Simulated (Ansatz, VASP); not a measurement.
One calculation of Ge, two programs

```
Ge
1.0
     4.18100    0.00000    0.00000
    -2.09050    3.62085    0.00000
     0.00000    0.00000   28.00000
Ge
2
Direct
  0.33333 0.66667 0.51818
  0.66667 0.33333 0.48182
```

Alike in both runs: task single point; functional PBE; k mesh 12 × 12 × 1; occupations gaussian, width 0.1 eV; no spin polarisation.

|  | VASP | Ansatz |
| --- | --- | --- |
| version | VASP 6.6.1 | Ansatz 0.2.0 |
| potentials or method | VASP PAW PBE potentials, release 64 (Ge_d), cutoff 520 eV | scalar-relativistic, plane waves, PAW |
| valence electrons in the cell | 28 | 28 |

|  | VASP | Ansatz | Ansatz less VASP |
| --- | --- | --- | --- |
| gap on the k mesh at the Fermi level (eV) | none | none | - |
| rms of the force components (eV/Å) | 0.867 | 0.867 | -0.0001 |

Atom by atom the forces differ by 0.000 eV/Å (rms over components). A gap of «none» marks a metal or a gap that the smearing closes.
